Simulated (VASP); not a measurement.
BN:

```
N B
1.0
     2.55394    0.00000    0.00000
    -1.27697    2.21178    0.00000
     0.00000    0.00000    4.22685
N B
2 2
Direct
  0.33333 0.66667 0.12528
  0.66667 0.33333 0.62528
  0.33333 0.66667 0.49972
  0.66667 0.33333 0.99972
```

| Quantity | Value |
| --- | --- |
| Program | VASP 6.6.1 |
| Task | relaxation of cell and atoms |
| Functional | LDA |
| Potentials or basis | VASP PAW LDA potentials, release 64 (N, B) |
| Cutoff | 600 eV |
| k mesh | 9 × 9 × 5 |
| Occupations | fermi-dirac, width 0.05 eV |
| Spin | no spin polarisation |

At the start: pressure -13.1 GPa; volume 5.97 Å³/atom.

Problem. How do energy, volume and symmetry change on relaxing?

Solution. Over 6 steps the energy falls by 8.6 meV/atom and the volume is 5.76 Å³/atom (-3.5 %); space group P6_3mc (No. 186, to 0.05 Å).

Step by step:
```tsv
step	energy change (eV)	largest force (eV/Å)	pressure (GPa)	volume (Å³)
1	0.0000	0.0211	-13.14	23.88
2	0.0059	0.0866	15.90	22.22
3	-0.0344	0.0281	-0.11	23.07
4	-0.0344	0.0292	0.17	23.05
5	-0.0344	0.0329	0.21	23.05
6	-0.0345	0.0012	0.18	23.05
```

Final structure:
```yaml
crystal:
  lattice:
    - [2.52431, 0.00000, 0.00000]
    - [-1.26216, 2.18612, 0.00000]
    - [0.00000, 0.00000, 4.17651]
  atoms:
    - { symbol: N, position: [0.33333, 0.66667, 0.12530] }
    - { symbol: N, position: [0.66667, 0.33333, 0.62530] }
    - { symbol: B, position: [0.33333, 0.66667, 0.49970] }
    - { symbol: B, position: [0.66667, 0.33333, 0.99970] }
```
